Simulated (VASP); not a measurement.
ZnSe, 2 atoms in the cell. Symmetry: F-43m, No. 216, cubic system. Conventional cell: a = 5.665 Å, b = 5.665 Å, c = 5.665 Å, α = 90.00°, β = 90.00°, γ = 90.00°. Within 3.2 Å of Zn (site symmetry -43m) lie 4 Se at 2.45 Å. Within 3.2 Å of Se (site symmetry -43m) lie 4 Zn at 2.45 Å. 

- Program: VASP 6.6.1
- Task: single point
- Functional: PBE
- Potentials or basis: VASP PAW PBE potentials, release 64 (Zn, Se)
- Cutoff: 500 eV
- k mesh: 2 × 2 × 2
- Occupations: gaussian, width 0.1 eV
- Spin: collinear spin, ferromagnetic start
- Starting moments: [-5.0, 0.0] μB
- Dipole correction: no
- Further INCAR settings: ALGO = Normal; EDIFF = 1e-06; NBANDS = 20

Potentials or basis: VASP PAW PBE potentials, release 64 (Zn, Se).

Launch:

```bash
$ cat potpaw_PBE.64/Zn/POTCAR potpaw_PBE.64/Se/POTCAR > POTCAR
$ mpirun -np 1 vasp_std > vasp.out
```

Hardware: 1 thread of AMD EPYC 7R13 (shared host).

Q: How long does it take, and how much memory?

A: Run time: 18 s on 1 thread of AMD EPYC 7R13, on a shared host, peak memory 0.15 GiB. Counts: scf iterations 15, k points 3.
